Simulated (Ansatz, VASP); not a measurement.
# NaF: VASP beside Ansatz

```
Na F
1.0
     0.00000    2.25180    2.25180
     2.25180    0.00000    2.25180
     2.25180    2.25180    0.00000
Na F
1 1
Direct
  0.00000 0.00000 0.00000
  0.50000 0.50000 0.50000
```

Alike in both runs: task relaxation of cell and atoms; functional LDA; k mesh 10 × 10 × 10; occupations gaussian, width 0.02 eV; no spin polarisation.

|  | VASP | Ansatz |
| --- | --- | --- |
| version | VASP 6.6.1 | Ansatz 0.2.0 |
| potentials or method | VASP PAW LDA potentials, release 64 (Na_pv, F), cutoff 600 eV | scalar-relativistic, plane waves, PAW |
| valence electrons in the cell | 14 | 16 |

VASP gave:

```
gap on the k mesh at the Fermi level, each at its own relaxed structure (eV) : 6.45
relaxed volume (Å³/atom)                                                     : 11.39
relaxed cell length with the largest relative difference (Å)                 : 3.182
```

Estimate Ansatz's values.

gap on the k mesh at the Fermi level, each at its own relaxed structure (eV): 6.46; relaxed volume (Å³/atom): 11.42; relaxed cell length with the largest relative difference (Å): 3.185.

LDA's correlation is that of Perdew and Zunger in VASP and of Perdew and Wang (1992) in Ansatz. VASP's potentials hold 14 valence electrons a cell and Ansatz's 16, so a difference there can come from the potentials and not from the codes.
